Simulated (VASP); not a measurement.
# SrO in VASP: settings compared, part 2 of 2

VASP 6.6.1. The steps go on from the part before.

**4. Single point, HSE06 (strain -2.5%)**

The input, POSCAR:

```
SrO
1.0
    0.0000000000      2.5156530076      2.5156530076
    2.5156530076      0.0000000000      2.5156530076
    2.5156530076      2.5156530076      0.0000000000
Sr O
1 1
Direct
    0.0000000000      0.0000000000      0.0000000000
    0.5000000000      0.5000000000      0.5000000000
```

The input, INCAR.step1:

```
PREC = Accurate ; ENCUT = 520
EDIFF = 1E-5 ; ISMEAR = 0
SIGMA = 0.01 ; LREAL = False
LASPH = True ; NELM = 80
ALGO = Normal ; ISIF = 2
LWAVE = True ; NBANDS = 15
GGA = PE
```

The input, INCAR.step2:

```
PREC = Accurate ; ENCUT = 520
EDIFF = 1E-6 ; ISMEAR = 0
SIGMA = 0.01 ; LREAL = False
LASPH = True ; NELM = 80
ALGO = Normal ; ISIF = 2
LWAVE = False ; LCHARG = True
GGA = PE ; LHFCALC = True
HFSCREEN = 0.2079 ; PRECFOCK = Normal
LELF = True ; LVHAR = True
NBANDS = 15 ; ISTART = 1
```

The input, KPOINTS:

```
regular mesh
0
Gamma
  6 6 6
```

Potentials or basis: VASP PAW PBE potentials, release 64 (Sr_sv, O).

Command:

```bash
$ cat potpaw_PBE.64/Sr_sv/POTCAR potpaw_PBE.64/O/POTCAR > POTCAR
$ cp INCAR.step1 INCAR
$ mpirun -np 1 vasp_std > vasp.out
$ cp INCAR.step2 INCAR
$ mpirun -np 1 vasp_std > vasp.out
```

OUTCAR:

```text
PREC = Accurate
   ENCUT = 520
   EDIFF = 1E-6
   ISMEAR = 0
   LREAL = False
   LASPH = True
   NELM = 80
   ISIF = 2
   GGA = PE
   LHFCALC = True
   HFSCREEN = 0.2079
   PRECFOCK = Normal
   ISTART = 1

 ion  position               nearest neighbor table
   1  0.000  0.000  0.000-   2 2.52   2 2.52   2 2.52   2 2.52   2 2.52   2 2.52
   2  0.500  0.500  0.500-   1 2.52   1 2.52   1 2.52   1 2.52   1 2.52   1 2.52

  LATTYP: Found a face centered cubic cell.
 ALAT       =     5.0313060152

  Lattice vectors:

 A1 = (   0.0000000000,   2.5156530076,   2.5156530076)
 A2 = (   2.5156530076,   0.0000000000,   2.5156530076)
 A3 = (   2.5156530076,   2.5156530076,   0.0000000000)

Analysis of symmetry for initial positions (statically):
=====================================================================
 Subroutine PRICEL returns:
 Original cell was already a primitive cell.

 Routine SETGRP: Setting up the symmetry group for a
 face centered cubic supercell.

 Subroutine GETGRP returns: Found 48 space group operations
 (whereof 48 operations were pure point group operations)
 out of a pool of 48 trial point group operations.

The static configuration has the point symmetry O_h .
[... 175 lines left out ...]
      6       0.8967      2.00000
      7       0.8967      2.00000
      8       0.8967      2.00000
      9       6.8950      0.00000
     10       8.9316      0.00000
     11       8.9316      0.00000
     12       8.9316      0.00000
     13      11.3316      0.00000
     14      11.3316      0.00000
[... 257 lines left out ...]
      2     -16.2358      2.00000
      3     -14.5348      2.00000
      4     -14.1485      2.00000
      5     -13.2153      2.00000
      6      -0.1127      2.00000
      7       0.5069      2.00000
      8       0.6106      2.00000
      9       7.1658      0.00000
     10      10.5350      0.00000
     11      11.7028      0.00000
     12      14.4513      0.00000
     13      14.5611      0.00000
     14      16.6417      0.00000
     15      17.1295      0.00000

------------------------ aborting loop because EDIFF is reached ----------------------------------------

  FORCE on cell =-STRESS in cart. coord.  units (eV):
  Direction    XX          YY          ZZ          XY          YZ          ZX
  --------------------------------------------------------------------------------------
  -------------------------------------------------------------------------------------
  Total        1.7050203      1.7050203      1.7050203      0.0000000      0.0000000      0.0000000
  in kB       85.7942021     85.7942021     85.7942021      0.0000000      0.0000000      0.0000000
  external PRESSURE =      85.7942021 kB  Pullay stress =       0.0000000 kB

 VOLUME and BASIS-vectors are now :
 -----------------------------------------------------------------------------
  energy-cutoff  :      520.00
  volume of cell :       31.84
      direct lattice vectors                 reciprocal lattice vectors
     0.000000000  2.515653008  2.515653008    -0.198755551  0.198755551  0.198755551
     2.515653008  0.000000000  2.515653008     0.198755551 -0.198755551  0.198755551
     2.515653008  2.515653008  0.000000000     0.198755551  0.198755551 -0.198755551

 POSITION                                       TOTAL-FORCE (eV/Angst)
 -----------------------------------------------------------------------------------
      0.00000      0.00000      0.00000        -0.000000      0.000000      0.000000
      2.51565      2.51565      2.51565         0.000000     -0.000000     -0.000000
 -----------------------------------------------------------------------------------
    total drift:                                0.000000      0.000000      0.000000

  FREE ENERGIE OF THE ION-ELECTRON SYSTEM (eV)
  ---------------------------------------------------
  free  energy   TOTEN  =       -14.1176086937 eV

  energy  without entropy=      -14.1176086937  energy(sigma->0) =      -14.11760869
```

OUTCAR.step1:

```text
PREC = Accurate
   ENCUT = 520
   EDIFF = 1E-5
   ISMEAR = 0
   LREAL = False
[... 500 lines left out ...]
      0.00000      0.00000      0.00000         0.000000      0.000000      0.000000
      2.51565      2.51565      2.51565        -0.000000     -0.000000     -0.000000
 -----------------------------------------------------------------------------------
    total drift:                                0.000000      0.000000      0.000000

  FREE ENERGIE OF THE ION-ELECTRON SYSTEM (eV)
  ---------------------------------------------------
  free  energy   TOTEN  =       -11.9471400407 eV

  energy  without entropy=      -11.9471400407  energy(sigma->0) =      -11.94714004
```

OSZICAR.step1:

```text
N       E                     dE             d eps       ncg     rms          rms(c)
DAV:   1     0.655183531202E+02    0.65518E+02   -0.86035E+03   480   0.106E+03
DAV:   2    -0.112580755294E+02   -0.76776E+02   -0.71616E+02   677   0.224E+02
DAV:   3    -0.141183545121E+02   -0.28603E+01   -0.28501E+01   594   0.382E+01
DAV:   4    -0.141732260829E+02   -0.54872E-01   -0.54856E-01   616   0.504E+00
DAV:   5    -0.141743031917E+02   -0.10771E-02   -0.10771E-02   594   0.624E-01    0.187E+01
DAV:   6    -0.120735829827E+02    0.21007E+01   -0.64431E+00   487   0.200E+01    0.220E+01
DAV:   7    -0.119558488956E+02    0.11773E+00   -0.25515E-01   585   0.461E+00    0.128E+01
DAV:   8    -0.119448224161E+02    0.11026E-01   -0.10767E-01   648   0.323E+00    0.693E-01
DAV:   9    -0.119465284102E+02   -0.17060E-02   -0.51224E-03   605   0.469E-01    0.228E-01
DAV:  10    -0.119470131903E+02   -0.48478E-03   -0.46619E-04   522   0.194E-01    0.670E-02
DAV:  11    -0.119471241185E+02   -0.11093E-03   -0.10425E-04   529   0.761E-02    0.272E-02
DAV:  12    -0.119471398222E+02   -0.15704E-04   -0.23574E-05   507   0.363E-02    0.149E-02
DAV:  13    -0.119471400407E+02   -0.21853E-06   -0.88920E-07   345   0.854E-03
   1 F= -.11947140E+02 E0= -.11947140E+02  d E =-.287671E-42
```

Wall time 17 min (1 thread of AMD EPYC 9R45 (Zen 5), shared host); peak memory 0.24 GiB.

What came out:

* Free energy: -14.1176 eV
* Pressure: 8.6 GPa
* Band gap on the k mesh: 4.71 eV, indirect (least direct gap 4.76 eV)

Caveat: the cell differs from its parent crystal (strain -2.5%); the PAW data sets were made with another functional, which shifts forces and pressure a little. A k mesh can miss the band edges.

**5. Overview**

| level | cell | k mesh | smearing | grid for exact exchange (PRECFOCK) | screening parameter | gap on the mesh (eV) | pressure (GPa) |
| --- | --- | --- | --- | --- | --- | --- | --- |
| PBE | a = 3.688 Å, angles 59.3°, 2 atoms | 8 × 8 × 8 | fermi-dirac 0.02 eV | - | - | 3.26 | 0.9 |
| r2SCAN | a = 3.688 Å, angles 59.3°, 2 atoms | 8 × 8 × 8 | gaussian 0.01 eV | - | - | 3.74 | -1.0 |
| HSE06 | a = 3.558 Å, angles 60.0°, 2 atoms | 6 × 6 × 6 | gaussian 0.01 eV | Normal | 0.2079 1/Å | 4.71 | 8.6 |

Alike in all rows: task single point; potentials or basis VASP PAW PBE potentials, release 64 (Sr_sv, O); no spin polarisation; cutoff (eV) 520.

Caveats: the PAW data sets were made with another functional, which shifts forces and pressure a little (some runs).

Total energies depend on the potentials used, so only differences within one code and one set of settings carry meaning.
